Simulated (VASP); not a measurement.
# Li7Nb8O24 (a cell with a defect) in VASP: notebook, part 2 of 2

VASP 6.6.1. Earlier steps stand in the parts before.

## 3. Single point, r2SCAN

File POSCAR:

```
Li7Nb8O24
1.0
   -5.3162400000     -3.0693330000      4.8810400000
    5.3162400000     -3.0693330000      4.8810400000
    0.0000000000      6.1386650000      4.8810400000
Li Nb O
7 8 24
Direct
    0.3617609460      0.3514340984      0.3546101775
    0.6602494879      0.6317519032      0.6575831237
    0.8514305486      0.8546094871      0.3617569912
    0.1317467567      0.1575920910      0.6602538620
    0.1389412960      0.6389375340      0.1389339804
    0.3546118790      0.8617560260      0.8514291219
    0.6575859795      0.1602608023      0.1317459279
    0.1468555196      0.1468367093      0.1463574327
    0.8562943831      0.8517611040      0.8503951710
    0.6468486009      0.6463595335      0.1468538196
    0.3517609138      0.3504065731      0.8562913661
    0.6486776932      0.1486814553      0.6486851371
    0.3544554644      0.8544517023      0.3544481839
    0.1463573851      0.6468615008      0.6468430681
    0.8504024427      0.3562938245      0.3517625858
    0.5753814716      0.3921504662      0.7501757638
    0.7723662046      0.5841128526      0.3926563730
    0.3846060944      0.7633700328      0.5839088809
    0.4161081400      0.6156100436      0.2350815149
    0.2257162314      0.4207036662      0.6123282381
    0.6074918838      0.2371549539      0.4194075442
    0.0841121534      0.8926535285      0.7723697483
    0.2633727298      0.0839037818      0.3845962041
    0.8921509587      0.2501746747      0.5753820682
    0.9207007671      0.1123286845      0.2257186841
    0.7371492163      0.9194020868      0.6074948838
    0.1156057980      0.7350849788      0.4161089217
    0.0866706962      0.3868828763      0.2578889070
    0.2578882581      0.5866732641      0.8868932497
    0.8868899233      0.7578889752      0.0866758735
    0.9028945018      0.6357131856      0.7167518262
    0.7167523632      0.4029027251      0.1357126201
    0.1357197465      0.2167544628      0.9028934992
    0.5839057197      0.8846069672      0.2633723213
    0.7501694807      0.0753880562      0.8921501648
    0.3926566070      0.2723648218      0.0841017089
    0.4194067542      0.1074945757      0.7371530519
    0.2350819839      0.9161084237      0.1156092908
    0.6123246099      0.7257130198      0.9207023110
```

File INCAR.step1:

```
PREC = Accurate
ENCUT = 520
ISMEAR = -1
SIGMA = 0.05
LREAL = Auto
LASPH = T
NELM = 60
NELECT = 270.0
NBANDS = 160
GGA = PE
ALGO = Normal
EDIFF = 1E-4
LWAVE = T
LCHARG = F
```

File INCAR.step2:

```
PREC = Accurate
ENCUT = 520
EDIFF = 1E-6
ISMEAR = -1
SIGMA = 0.05
LREAL = Auto
LASPH = T
NELM = 60
ALGO = Normal
ISIF = 2
LWAVE = F
LCHARG = F
METAGGA = R2SCAN
LMIXTAU = T
NELECT = 270.0
NBANDS = 160
ISTART = 1
```

File KPOINTS:

```
Automatic mesh
0
Gamma
  1 1 1
```

Potentials or basis: VASP PAW PBE potentials, release 64 (Li_sv, Nb_sv, O).

The run is started by

```
$ cat potpaw_PBE.64/Li_sv/POTCAR potpaw_PBE.64/Nb_sv/POTCAR potpaw_PBE.64/O/POTCAR > POTCAR
$ cp INCAR.step1 INCAR
$ mpirun -np 1 vasp_gam > vasp.out
$ cp INCAR.step2 INCAR
$ mpirun -np 1 vasp_gam > vasp.out
```

Run time: 8.5 min. Hardware: 1 thread of Intel Xeon Platinum 8488C (Sapphire Rapids), shared host; peak memory 0.54 GiB.

It converged, with:

| Property | Result |
| --- | --- |
| Free energy | -461.9022 eV |
| Largest force | 1.606 eV/Å |

Forces in eV/Å, atoms in the order of the input:
```
Li  -0.015 -0.065 -0.076
Li  -0.065  0.047 -0.147
Li  -0.049  0.046 -0.076
Li   0.074  0.032 -0.147
Li   0.000  0.000  0.169
Li   0.064  0.019 -0.076
Li  -0.009 -0.080 -0.147
Nb  -0.144 -0.518 -0.566
Nb   0.445  0.375  0.651
Nb  -0.375  0.384 -0.567
Nb   0.102 -0.571  0.650
Nb   0.000  0.000 -0.138
Nb  -0.001  0.001 -0.114
Nb   0.519  0.133 -0.567
Nb  -0.545  0.198  0.651
O    0.067  0.686 -0.873
O   -0.077 -0.217 -0.730
O    0.321  0.007 -0.476
O    0.116 -0.033  0.697
O   -0.217  0.133  0.406
O   -0.383  0.130  0.750
O   -0.150  0.175 -0.730
O   -0.153 -0.281 -0.475
O    0.561 -0.402 -0.873
O    0.224  0.121  0.405
O    0.304  0.267  0.751
O   -0.087 -0.084  0.697
O    0.249  0.469 -0.909
O   -0.530 -0.020 -0.909
O    0.282 -0.450 -0.910
O   -0.849 -0.403  1.302
O    0.773 -0.534  1.301
O    0.076  0.938  1.302
O   -0.167  0.274 -0.476
O   -0.629 -0.285 -0.874
O    0.226  0.043 -0.729
O    0.079 -0.397  0.750
O   -0.030  0.117  0.696
O   -0.007 -0.255  0.406
```

Levels at points of the mesh, in eV from the Fermi level:
```
           k point  band 131  band 132  band 133  band 134  band 135  band 136  band 137  band 138  band 139  band 140
(0.00, 0.00, 0.00)     -1.56     -1.47     -1.42     -1.37     -1.37      2.78      2.78      2.84      3.10      3.10
```

Caveat: the k points lie up to 0.81 Å⁻¹ apart; the cell carries a net charge on a neutralising background, which shifts energy and pressure; the cell is charged against a uniform background, so pressure and absolute levels hang on convention; the PAW data sets were made with another functional, which shifts forces and pressure a little.

## 4. Single point, r2SCAN

File POSCAR:

```
Li7Nb8O24
1.0
   -5.3162400000     -3.0693330000      4.8810400000
    5.3162400000     -3.0693330000      4.8810400000
    0.0000000000      6.1386650000      4.8810400000
Li Nb O
7 8 24
Direct
    0.3524231765      0.3270104788      0.3321745265
    0.6807792419      0.6265679948      0.6851789462
    0.8270042541      0.8321770830      0.3524186498
    0.1265708899      0.1851837441      0.6807797438
    0.1633486614      0.6633448994      0.1633413498
    0.3321695008      0.8524244178      0.8270060683
    0.6851831634      0.1807853183      0.1265658963
    0.1482444187      0.1438804321      0.1463882529
    0.8556179845      0.8532855089      0.8517802953
    0.6438784771      0.6463802453      0.1482461863
    0.3532864398      0.3517816169      0.8556239270
    0.6492718289      0.1492755909      0.6492792729
    0.3548583839      0.8548546219      0.3548511035
    0.1463829637      0.6482414200      0.6438805251
    0.8517810157      0.3556220763      0.3532888917
    0.5734116799      0.3802676533      0.7478432931
    0.7737264060      0.5908339857      0.3748844807
    0.3661934908      0.7665704489      0.5924626513
    0.4091029161      0.6301614086      0.2431877757
    0.2220602378      0.4078306320      0.6268699844
    0.6247251978      0.2404686555      0.4181801817
    0.0908359783      0.8748863598      0.7737225343
    0.2665704132      0.0924623970      0.3662019759
    0.8802676515      0.2478469933      0.5734079815
    0.9078337430      0.1268682486      0.2220588626
    0.7404799227      0.9181807037      0.6247257012
    0.1301580490      0.7431853013      0.4091087501
    0.0749723752      0.3737737837      0.2491993608
    0.2491980105      0.5749733705      0.8737659438
    0.8737733058      0.7491927752      0.0749712438
    0.9147754207      0.6419510185      0.7170307928
    0.7170370667      0.4147745654      0.1419537949
    0.1419558167      0.2170276720      0.9147819384
    0.5924542171      0.8662003234      0.2665720506
    0.7478375051      0.0734134761      0.8802716451
    0.3748888526      0.2737271293      0.0908370855
    0.4181786203      0.1247193333      0.7404760815
    0.2431819279      0.9091037072      0.1301664653
    0.6268751814      0.7220552335      0.9078222443
```

File INCAR.step1:

```
SYSTEM = Li7Nb8O24
ALGO = Normal
EDIFF = 1E-4
ENCUT = 520
GGA = PE
ISMEAR = -1
LASPH = .True.
LCHARG = .False.
LREAL = Auto
LWAVE = .True.
NBANDS = 160
NELECT = 270.0
NELM = 100
PREC = Accurate
SIGMA = 0.05
```

File INCAR.step2:

```
SYSTEM = Li7Nb8O24
ALGO = Normal
EDIFF = 1E-6
ENCUT = 520
ISIF = 2
ISMEAR = -1
ISTART = 1
LASPH = .True.
LCHARG = .False.
LMIXTAU = .True.
LREAL = Auto
LWAVE = .False.
METAGGA = R2SCAN
NBANDS = 160
NELECT = 270.0
NELM = 100
PREC = Accurate
SIGMA = 0.05
```

File KPOINTS:

```
k-points
0
Gamma
  1 1 1
  0 0 0
```

The run is started by

```
$ cat potpaw_PBE.64/Li_sv/POTCAR potpaw_PBE.64/Nb_sv/POTCAR potpaw_PBE.64/O/POTCAR > POTCAR
$ cp INCAR.step1 INCAR
$ mpirun -np 1 vasp_gam > vasp.out
$ cp INCAR.step2 INCAR
$ mpirun -np 1 vasp_gam > vasp.out
```

Wall time 8 min (1 thread of Intel Xeon Platinum 8488C (Sapphire Rapids), shared host); peak memory 0.55 GiB.

The run converged. Its results:

* Free energy: -461.1389 eV
* Largest force: 1.393 eV/Å

Forces on the atoms (eV/Å):
```
Li  -0.027  0.109  0.514
Li   0.066  0.135 -0.562
Li   0.107 -0.031  0.514
Li   0.084 -0.124 -0.562
Li   0.000  0.000 -0.355
Li  -0.080 -0.078  0.514
Li  -0.150 -0.011 -0.562
Nb   0.631  0.667 -0.925
Nb   0.195 -0.113 -0.141
Nb   0.261 -0.881 -0.925
Nb  -0.196 -0.113 -0.142
Nb   0.000  0.000 -0.766
Nb   0.002  0.002  0.967
Nb  -0.892  0.213 -0.925
Nb  -0.001  0.226 -0.142
O    0.360 -0.311  1.278
O   -0.273  0.518  0.303
O   -0.310 -0.947  0.669
O   -0.861 -0.086 -0.777
O    0.674 -0.763  0.035
O    0.415  0.456 -0.920
O    0.587 -0.021  0.303
O   -0.665  0.742  0.669
O   -0.450 -0.156  1.279
O   -0.998 -0.202  0.035
O    0.188 -0.587 -0.921
O    0.356  0.787 -0.777
O    0.026 -0.437  1.322
O    0.365  0.242  1.323
O   -0.391  0.196  1.322
O   -0.458  0.239 -0.744
O    0.023 -0.517 -0.744
O    0.436  0.277 -0.744
O    0.973  0.204  0.669
O    0.089  0.467  1.278
O   -0.312 -0.497  0.303
O   -0.602  0.131 -0.920
O    0.504 -0.703 -0.777
O    0.324  0.968  0.036
```

Levels at points of the mesh, in eV from the Fermi level:
```
           k point  band 132  band 133  band 134  band 135  band 136  band 137  band 138  band 139
(0.00, 0.00, 0.00)     -1.57     -1.50     -1.50     -1.41      2.66      2.92      2.92      3.27
```

Caveat: the k points lie up to 0.81 Å⁻¹ apart; the cell carries a net charge on a neutralising background, which shifts energy and pressure; the cell is charged against a uniform background, so pressure and absolute levels hang on convention; the PAW data sets were made with another functional, which shifts forces and pressure a little.
